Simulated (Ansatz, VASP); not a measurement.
## Two plane-wave programs on Eu

```
Eu
1.0
     0.00000    2.80778    2.80778
     2.80778    0.00000    2.80778
     2.80778    2.80778    0.00000
Eu
1
Cartesian
  0.0000 0.0000 0.0000
```

Alike in both runs: task single point; functional PBE; k mesh 8 × 8 × 8; occupations fermi-dirac, width 0.05 eV; collinear spin.

|  | VASP | Ansatz |
| --- | --- | --- |
| version | VASP 6.6.1 | Ansatz 0.2.0 |
| potentials or method | VASP PAW PBE potentials, release 64 (Eu) | Ansatz PAW |
| plane-wave cutoff (eV) | 520 | 420 |
| valence electrons in the cell | 17 | 17 |

|  | VASP | Ansatz | Ansatz less VASP |
| --- | --- | --- | --- |
| gap on the k mesh at the Fermi level (eV) | none | none | - |
| pressure (GPa) | -1.1 | -0.8 | +0.28 |
| net moment per atom (μB) | 7.53 | 7.53 | +0.002 |
| size of the moment on the site where the two differ most (μB) | 6.74 | 7.20 | +0.466 |

Site moments also hang on the region over which each program counts them. A gap of «none» marks a metal or a gap that the smearing closes.

Spin-orbit coupling is off throughout.
